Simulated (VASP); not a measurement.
Runs of VASP 6.6.1 on W. The structure is that of space group Pm-3m (No. 221), or close to it. The cells are those of the table. 

| cell | k mesh | gap on the mesh (eV) | pressure (GPa) |
| --- | --- | --- | --- |
| a = 2.614 Å, 1 atom | 13 × 13 × 13 | none | 9.1 |
| a = 2.752 Å, 1 atom | 13 × 13 × 13 | none | (b) |
| a = 2.650 Å, 1 atom | 13 × 13 × 13 | none | (a) |
| a = 2.540 Å, 1 atom | 13 × 13 × 13 | none | 34.7 |
| a = 2.719 Å, 1 atom | 13 × 13 × 13 | none | (c) |
| a = 2.685 Å, 1 atom | 13 × 13 × 13 | none | -7.5 |
| a = 2.650 Å, 1 atom | 19 × 19 × 19 | none | 1.1 |
| a = 2.577 Å, 1 atom | 13 × 13 × 13 | none | 20.5 |

Alike in all rows: task single point; level RPBE; potentials or basis VASP PAW PBE potentials, release 64 (W_sv); no spin polarisation; cutoff (eV) 520; smearing fermi-dirac 0.1 eV.

Question: Fill in the values left out.

Answer: (a) -0.1; (b) -18.4; (c) -13.5.

Caveats: the PAW data sets were made with another functional, which shifts forces and pressure a little; spin-orbit coupling is left out, which moves the levels of the heavy elements.

A k mesh can miss the band edges, and the runs leave out spin-orbit coupling on W.

A gap of «none» marks levels without a gap at the run's occupations.
